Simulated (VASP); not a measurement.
# CdF2 (Fm-3m) in VASP: a series of runs

The runs below take CdF2 through single point, with PBE.

Everything below comes from runs of VASP 6.6.1. Logs are shortened: lines on timing, memory, paths and dates and some standing lists are left out, and cuts for length are marked.

### 1 The cell of the first run

It takes space group Fm-3m (No. 225, cubic). The conventional cell has a = 5.445 Å, b = 5.445 Å, c = 5.445 Å, α = 90.00°, β = 90.00°, γ = 90.00°. Within 3.1 Å of Cd (site symmetry m-3m) lie 8 F at 2.36 Å. Within 3.1 Å of F (site symmetry -43m) lie 4 Cd at 2.36 Å and 6 F at 2.72 Å.

### 2 Single point, PBE (volume scaled by 0.980)

Input file INCAR:

```
SYSTEM = CdF2
PREC = Accurate
ENCUT = 520
EDIFF = 1E-6
ISMEAR = 0
SIGMA = 0.05
LREAL = .FALSE.
LASPH = .TRUE.
NELM = 60
ALGO = Normal
ISIF = 2
LWAVE = .FALSE.
LCHARG = .FALSE.
GGA = PE
NBANDS = 20
```

Input file KPOINTS:

```
Automatic mesh
0
G
  12 12 12
  0 0 0
```

Input file POSCAR:

```
CdF2
1.0
    0.0000000000      2.7223092712      2.7223092712
    2.7223092712      0.0000000000      2.7223092712
    2.7223092712      2.7223092712      0.0000000000
Cd F
1 2
Direct
    0.0000000000      0.0000000000      0.0000000000
    0.2500000000      0.2500000000      0.2500000000
    0.7500000000      0.7500000000      0.7500000000
```

Potentials or basis: VASP PAW PBE potentials, release 64 (Cd, F).

Launch:

```bash
$ cat potpaw_PBE.64/Cd/POTCAR potpaw_PBE.64/F/POTCAR > POTCAR
$ mpirun -np 1 vasp_std > vasp.out
```

OUTCAR:

```text
SYSTEM = CdF2
   PREC = Accurate
   ENCUT = 520
   EDIFF = 1E-6
   ISMEAR = 0
   LREAL = .FALSE.
   LASPH = .TRUE.
   NELM = 60
   ISIF = 2
   GGA = PE

 ion  position               nearest neighbor table
   1  0.000  0.000  0.000-   3 2.36   3 2.36   3 2.36   2 2.36   3 2.36   2 2.36   2 2.36   2 2.36

   2  0.250  0.250  0.250-   1 2.36   1 2.36   1 2.36   1 2.36
   3  0.750  0.750  0.750-   1 2.36   1 2.36   1 2.36   1 2.36

  LATTYP: Found a face centered cubic cell.
 ALAT       =     5.4446185424

  Lattice vectors:

 A1 = (   0.0000000000,   2.7223092712,   2.7223092712)
 A2 = (   2.7223092712,   0.0000000000,   2.7223092712)
 A3 = (   2.7223092712,   2.7223092712,   0.0000000000)

Analysis of symmetry for initial positions (statically):
=====================================================================
 Subroutine PRICEL returns:
 Original cell was already a primitive cell.

 Routine SETGRP: Setting up the symmetry group for a
 face centered cubic supercell.

 Subroutine GETGRP returns: Found 48 space group operations
 (whereof 48 operations were pure point group operations)
 out of a pool of 48 trial point group operations.

The static configuration has the point symmetry O_h .

Analysis of symmetry for dynamics (positions and initial velocities):
=====================================================================
 Subroutine PRICEL returns:
 Original cell was already a primitive cell.

 Routine SETGRP: Setting up the symmetry group for a
 face centered cubic supercell.

 Subroutine GETGRP returns: Found 48 space group operations
 (whereof 48 operations were pure point group operations)
 out of a pool of 48 trial point group operations.

The dynamic configuration has the point symmetry O_h .

 Subroutine INISYM returns: Found 48 space group operations
 (whereof 48 operations are pure point group operations),
 and found     1 'primitive' translations

----------------------------------------------------------------------------------------

                                     Primitive cell

  volume of cell :      40.3499

  direct lattice vectors                    reciprocal lattice vectors
     0.000000000  2.722309271  2.722309271    -0.183667596  0.183667596  0.183667596
     2.722309271  0.000000000  2.722309271     0.183667596 -0.183667596  0.183667596
     2.722309271  2.722309271  0.000000000     0.183667596  0.183667596 -0.183667596

  length of vectors
     3.849926692  3.849926692  3.849926692     0.318121608  0.318121608  0.318121608

  position of ions in fractional coordinates (direct lattice)
     0.000000000  0.000000000  0.000000000
     0.250000000  0.250000000  0.250000000
     0.750000000  0.750000000  0.750000000

  ion indices of the primitive-cell ions
   primitive index   ion index
                 1           1
                 2           2
                 3           3

----------------------------------------------------------------------------------------

 KPOINTS: Automatic mesh

Automatic generation of k-mesh.
 Grid dimensions read from file:
 generate k-points for:   12   12   12

 Generating k-lattice:

  Cartesian coordinates                     Fractional coordinates (reciprocal lattice)
    -0.015305633  0.015305633  0.015305633     0.083333333  0.000000000  0.000000000
     0.015305633 -0.015305633  0.015305633     0.000000000  0.083333333  0.000000000
     0.015305633  0.015305633 -0.015305633     0.000000000  0.000000000  0.083333333

  Length of vectors
     0.026510134  0.026510134  0.026510134

  Shift w.r.t. Gamma in fractional coordinates (k-lattice)
     0.000000000  0.000000000  0.000000000

 Subroutine IBZKPT returns following result:
 ===========================================

 Found     72 irreducible k-points:

 Following reciprocal coordinates:
            Coordinates               Weight
  0.000000  0.000000  0.000000      1.000000
  0.083333  0.000000  0.000000      8.000000
  0.166667  0.000000  0.000000      8.000000
  0.250000  0.000000  0.000000      8.000000
  0.333333  0.000000  0.000000      8.000000
  0.416667  0.000000  0.000000      8.000000
[... 16 lines left out ...]
  0.500000  0.166667  0.000000     24.000000
 -0.416667  0.166667  0.000000     24.000000
 [... further k-points ...]
   k-points           NKPTS =     72   k-points in BZ     NKDIM =     72   number of bands    NBANDS=     20
   number of dos      NEDOS =    301   number of ions     NIONS =      3
   total plane-waves  NPLWV =  27000
   dimension x,y,z NGX =    30 NGY =   30 NGZ =   30
   dimension x,y,z NGXF=    60 NGYF=   60 NGZF=   60
   ions per type =               1   2
   NGX,Y,Z   is equivalent  to a cutoff of  12.95, 12.95, 12.95 a.u.
   NGXF,Y,Z  is equivalent  to a cutoff of  25.91, 25.91, 25.91 a.u.
 SYSTEM =  CdF2
   PREC   = accura    normal or accurate (medium, high low for compatibility)
   ISTART =      0    job   : 0-new  1-cont  2-samecut
   ICHARG =      2    charge: 1-file 2-atom 10-const
[... 84 lines left out ...]
     20      17.9261      0.00000

 k-point     3 :       0.1667    0.0000    0.0000
  band No.  band energies     occupation
      1     -22.0983      2.00000
      2     -21.2285      2.00000
      3      -6.9780      2.00000
      4      -6.9780      2.00000
      5      -6.8045      2.00000
      6      -6.0171      2.00000
[... 12 lines left out ...]
     19      17.4929      0.00000
     20      17.4929      0.00000

 k-point     4 :       0.2500    0.0000    0.0000
  band No.  band energies     occupation
      1     -22.0080      2.00000
      2     -21.3086      2.00000
      3      -6.8918      2.00000
      4      -6.8918      2.00000
      5      -6.5106      2.00000
      6      -6.0207      2.00000
[... 12 lines left out ...]
     19      17.0536      0.00000
     20      17.7053      0.00000

 k-point     5 :       0.3333    0.0000    0.0000
  band No.  band energies     occupation
      1     -21.8967      2.00000
      2     -21.4084      2.00000
      3      -6.8175      2.00000
      4      -6.8175      2.00000
      5      -6.1726      2.00000
      6      -5.9958      2.00000
[... 12 lines left out ...]
     19      16.7097      0.00000
     20      17.4670      0.00000

 k-point     6 :       0.4167    0.0000    0.0000
  band No.  band energies     occupation
      1     -21.7757      2.00000
      2     -21.5202      2.00000
      3      -6.7750      2.00000
      4      -6.7750      2.00000
      5      -5.9522      2.00000
      6      -5.9522      2.00000
[... 12 lines left out ...]
     19      16.4951      0.00000
     20      17.0984      0.00000

 k-point     7 :       0.5000    0.0000    0.0000
  band No.  band energies     occupation
      1     -21.6786      2.00000
      2     -21.6128      2.00000
      3      -6.7625      2.00000
      4      -6.7625      2.00000
      5      -5.9296      2.00000
      6      -5.9296      2.00000
[... 12 lines left out ...]
     19      16.4225      0.00000
     20      16.9428      0.00000
[... 277 lines left out ...]
 k-point    20 :       0.2500    0.1667    0.0000
  band No.  band energies     occupation
      1     -22.0129      2.00000
      2     -21.2995      2.00000
      3      -6.8416      2.00000
      4      -6.8416      2.00000
      5      -6.5465      2.00000
      6      -6.1862      2.00000
[... 12 lines left out ...]
     19      18.3419      0.00000
     20      19.6025      0.00000

 k-point    21 :       0.3333    0.1667    0.0000
  band No.  band energies     occupation
      1     -21.9260      2.00000
      2     -21.3742      2.00000
      3      -6.7531      2.00000
      4      -6.7525      2.00000
      5      -6.2812      2.00000
      6      -6.2133      2.00000
[... 12 lines left out ...]
     19      18.0453      0.00000
     20      19.6755      0.00000

 k-point    22 :       0.4167    0.1667    0.0000
  band No.  band energies     occupation
      1     -21.8246      2.00000
      2     -21.4638      2.00000
      3      -6.6986      2.00000
      4      -6.6842      2.00000
      5      -6.1695      2.00000
      6      -6.0143      2.00000
[... 12 lines left out ...]
     19      17.6728      0.00000
     20      19.6735      0.00000

 k-point    23 :       0.5000    0.1667    0.0000
  band No.  band energies     occupation
      1     -21.7188      2.00000
      2     -21.5622      2.00000
      3      -6.6856      2.00000
      4      -6.6455      2.00000
      5      -6.0662      2.00000
      6      -5.9381      2.00000
[... 12 lines left out ...]
     19      17.2455      0.00000
     20      19.5794      0.00000

 k-point    24 :      -0.4167    0.1667    0.0000
  band No.  band energies     occupation
      1     -21.6787      2.00000
      2     -21.6014      2.00000
      3      -6.6960      2.00000
      4      -6.6342      2.00000
      5      -5.9998      2.00000
      6      -5.9762      2.00000
[... 12 lines left out ...]
     19      16.7820      0.00000
     20      19.5159      0.00000

 [... further k-points ...]

------------------------ aborting loop because EDIFF is reached ----------------------------------------

  FORCE on cell =-STRESS in cart. coord.  units (eV):
  Direction    XX          YY          ZZ          XY          YZ          ZX
  --------------------------------------------------------------------------------------
  -------------------------------------------------------------------------------------
  Total        0.6556697      0.6556697      0.6556697      0.0000000      0.0000000     -0.0000000
  in kB       26.0347436     26.0347436     26.0347436      0.0000000      0.0000000     -0.0000000
  external PRESSURE =      26.0347436 kB  Pullay stress =       0.0000000 kB

 VOLUME and BASIS-vectors are now :
 -----------------------------------------------------------------------------
  energy-cutoff  :      520.00
  volume of cell :       40.35
      direct lattice vectors                 reciprocal lattice vectors
     0.000000000  2.722309271  2.722309271    -0.183667596  0.183667596  0.183667596
     2.722309271  0.000000000  2.722309271     0.183667596 -0.183667596  0.183667596
     2.722309271  2.722309271  0.000000000     0.183667596  0.183667596 -0.183667596

 POSITION                                       TOTAL-FORCE (eV/Angst)
 -----------------------------------------------------------------------------------
      0.00000      0.00000      0.00000         0.000000     -0.000000      0.000000
      1.36115      1.36115      1.36115        -0.000000     -0.000000     -0.000000
      4.08346      4.08346      4.08346         0.000000      0.000000      0.000000
 -----------------------------------------------------------------------------------
    total drift:                                0.000000     -0.000000      0.000000

  FREE ENERGIE OF THE ION-ELECTRON SYSTEM (eV)
  ---------------------------------------------------
  free  energy   TOTEN  =       -10.8956779199 eV

  energy  without entropy=      -10.8956779199  energy(sigma->0) =      -10.89567792
```

Run time: 27 s. Hardware: 1 thread of Intel Xeon 6975P-C (Granite Rapids), shared host; peak memory 0.2 GiB.

What came out:

* Free energy: -10.8957 eV
* Pressure: 2.6 GPa
* Band gap on the k mesh: 2.96 eV, indirect (least direct gap 3.49 eV)

Caveat: the cell differs from its parent crystal (volume scaled by 0.980).

### 3 Single point, PBE

This run uses another cell than the first one, of 13.72 Å³/atom, 1.020 times its volume.

INCAR, as its differences from that of step 2:

```diff
@@ -8,3 +8,3 @@
 LASPH = .TRUE.
-NELM = 60
+NELM = 80
 ALGO = Normal
```

KPOINTS is that of step 2.

Input file POSCAR:

```
CdF2
1.0
    0.0000000000      2.7407038107      2.7407038107
    2.7407038107      0.0000000000      2.7407038107
    2.7407038107      2.7407038107      0.0000000000
Cd F
1 2
Direct
    0.0000000000      0.0000000000      0.0000000000
    0.2500000000      0.2500000000      0.2500000000
    0.7500000000      0.7500000000      0.7500000000
```

Potentials or basis: VASP PAW PBE potentials, release 64 (Cd, F).

Launch:

```bash
$ cat potpaw_PBE.64/Cd/POTCAR potpaw_PBE.64/F/POTCAR > POTCAR
$ mpirun -np 1 vasp_std > vasp.out
```

Wall time 29 s (1 thread of Intel Xeon 6975P-C (Granite Rapids), shared host); peak memory 0.19 GiB.

The run converged. Its results:

```yaml
Free_energy: -10.9053 eV
Pressure: 0.5 GPa
Band_gap_on_the_k_mesh: 2.89 eV, indirect (least direct gap 3.44 eV)
```

Levels at points of the mesh, in eV from the valence-band top:
```csv
k point,band 11,band 12,band 13,band 14,band 15,band 16
"(0.00, 0.00, 0.00)",-0.56,-0.56,-0.56,2.89,12.45,12.45
"(0.50, 0.00, 0.00)",-1.65,-0.43,-0.43,6.78,8.98,14.05
"(0.50, 0.50, 0.00)",-0.41,-0.08,-0.08,7.58,9.37,11.81
```

### 4 Single point, PBE

This run uses another cell than the first one, of 13.72 Å³/atom, 1.020 times its volume.

Input file INCAR:

```
ALGO     = Normal         # electronic algorithm
EDIFF    = 1E-6           # SCF threshold, eV
ENCUT    = 520            # plane-wave cutoff, eV
GGA      = PE             # functional
ISIF     = 2              # what is computed and relaxed
ISMEAR   = 0              # smearing method
LASPH    = T              # aspherical terms in the spheres
LCHARG   = F              # write CHGCAR
LREAL    = F              # projectors in reciprocal space
LWAVE    = F              # write WAVECAR
NBANDS   = 20             # bands
NELM     = 60             # most SCF steps
PREC     = Accurate       # precision mode
SIGMA    = 0.05           # smearing width, eV
```

Input file KPOINTS:

```
k-points
0
Gamma
  12 12 12
```

POSCAR is that of step 3.

Launch:

```bash
$ cat potpaw_PBE.64/Cd/POTCAR potpaw_PBE.64/F/POTCAR > POTCAR
$ mpirun -np 1 vasp_std > vasp.out
```

Run time: 27 s. Hardware: 1 thread of Intel Xeon 6975P-C (Granite Rapids), shared host; peak memory 0.19 GiB.

Results (log left out):

```
Free energy            : -10.9053 eV
Pressure               : 0.5 GPa
Band gap on the k mesh : 2.89 eV, indirect (least direct gap 3.44 eV)
```

Levels at points of the mesh, in eV from the valence-band top:
| k point | band 9 | band 10 | band 11 | band 12 | band 13 | band 14 | band 15 | band 16 | band 17 | band 18 |
| --- | --- | --- | --- | --- | --- | --- | --- | --- | --- | --- |
| (0.00, 0.00, 0.00) | -0.85 | -0.85 | -0.56 | -0.56 | -0.56 | 2.89 | 12.45 | 12.45 | 12.45 | 17.17 |
| (0.50, 0.00, 0.00) | -2.06 | -1.65 | -1.65 | -0.43 | -0.43 | 6.78 | 8.98 | 14.05 | 14.05 | 17.82 |
| (0.50, 0.50, 0.00) | -2.69 | -2.69 | -0.41 | -0.08 | -0.08 | 7.58 | 9.37 | 11.81 | 13.82 | 13.82 |

A k mesh can miss the band edges.

### 5 Single point, PBE

This run uses another cell than the first one, of 13.72 Å³/atom, 1.020 times its volume.

Input file INCAR:

```
SYSTEM = CdF2
  PREC = Accurate
  ENCUT = 520
  EDIFF = 1E-7
  ISMEAR = 1
  SIGMA = 0.05
  LREAL = .False.
  LASPH = .True.
  NELM = 80
  ALGO = Normal
  ISIF = 2
  LWAVE = .False.
  LCHARG = .False.
  GGA = PE
  NBANDS = 20
```

Input file KPOINTS:

```
Automatic mesh
0
Gamma
  12 12 12
  0 0 0
```

POSCAR is that of step 4.

Launch:

```bash
$ cat potpaw_PBE.64/Cd/POTCAR potpaw_PBE.64/F/POTCAR > POTCAR
$ mpirun -np 1 vasp_std > vasp.out
```

It took 30 s on 1 thread of Intel Xeon 6975P-C (Granite Rapids), shared host; peak memory 0.19 GiB.

It converged, with:

```
Free energy            : -10.9051 eV
Pressure               : 0.5 GPa
Band gap on the k mesh : 2.89 eV, indirect (least direct gap 3.44 eV)
```

Levels at points of the mesh, in eV from the valence-band top:
| k point | band 9 | band 10 | band 11 | band 12 | band 13 | band 14 | band 15 | band 16 | band 17 | band 18 |
| --- | --- | --- | --- | --- | --- | --- | --- | --- | --- | --- |
| (0.00, 0.00, 0.00) | -0.85 | -0.85 | -0.56 | -0.56 | -0.56 | 2.89 | 12.45 | 12.45 | 12.45 | 17.17 |
| (0.50, 0.00, 0.00) | -2.06 | -1.65 | -1.65 | -0.43 | -0.43 | 6.78 | 8.98 | 14.05 | 14.05 | 17.82 |
| (0.50, 0.50, 0.00) | -2.70 | -2.70 | -0.41 | -0.08 | -0.08 | 7.58 | 9.37 | 11.81 | 13.82 | 13.82 |

A k mesh can miss the band edges. Expect the measured gap to be larger: semilocal functionals such as PBE lack the derivative discontinuity.

### 6 Single point, PBE (volume scaled by 1.020)

Input file INCAR:

```
SYSTEM = CdF2
ALGO = Normal
EDIFF = 1E-6
ENCUT = 520
GGA = PE
ISIF = 2
ISMEAR = 0
LASPH = .TRUE.
LCHARG = .FALSE.
LREAL = .FALSE.
LWAVE = .FALSE.
NBANDS = 20
NELM = 80
PREC = Accurate
SIGMA = 0.05
```

Input file KPOINTS:

```
k-points
0
G
  12 12 12
  0 0 0
```

Input file POSCAR:

```
CdF2
1.0
    0.0000000000      2.7588546960      2.7588546960
    2.7588546960      0.0000000000      2.7588546960
    2.7588546960      2.7588546960      0.0000000000
Cd F
1 2
Direct
    0.0000000000      0.0000000000      0.0000000000
    0.2500000000      0.2500000000      0.2500000000
    0.7500000000      0.7500000000      0.7500000000
```

Potentials or basis: VASP PAW PBE potentials, release 64 (Cd, F).

Launch:

```bash
$ cat potpaw_PBE.64/Cd/POTCAR potpaw_PBE.64/F/POTCAR > POTCAR
$ mpirun -np 1 vasp_std > vasp.out
```

Run time: 28 s. Hardware: 1 thread of Intel Xeon 6975P-C (Granite Rapids), shared host; peak memory 0.2 GiB.

It converged, with:

```
Free energy            : -10.9048 eV
Pressure               : -1.3 GPa
Band gap on the k mesh : 2.82 eV, indirect (least direct gap 3.39 eV)
```

Levels at points of the mesh, in eV from the valence-band top:
```csv
k point,band 11,band 12,band 13,band 14,band 15,band 16
"(0.00, 0.00, 0.00)",-0.58,-0.58,-0.58,2.82,12.35,12.35
"(0.50, 0.00, 0.00)",-1.59,-0.44,-0.44,6.64,8.91,13.87
"(0.50, 0.50, 0.00)",-0.37,-0.08,-0.08,7.42,9.27,11.77
```

Caveat: the cell differs from its parent crystal (volume scaled by 1.020). A k mesh can miss the band edges.

### 7 Overview

| cell | smearing | gap on the mesh (eV) | pressure (GPa) |
| --- | --- | --- | --- |
| a = 3.850 Å, angles 60.0°, 3 atoms | gaussian 0.05 eV | 2.96 | 2.6 |
| a = 3.876 Å, angles 60.0°, 3 atoms | gaussian 0.05 eV | 2.89 | 0.5 |
| a = 3.876 Å, angles 60.0°, 3 atoms | methfessel-paxton 0.05 eV | 2.89 | 0.5 |
| a = 3.902 Å, angles 60.0°, 3 atoms | gaussian 0.05 eV | 2.82 | -1.3 |

Alike in all rows: task single point; level PBE; potentials or basis VASP PAW PBE potentials, release 64 (Cd, F); no spin polarisation; k mesh 12 × 12 × 12; cutoff (eV) 520.

Absolute energies hang on the potentials; compare differences alone.
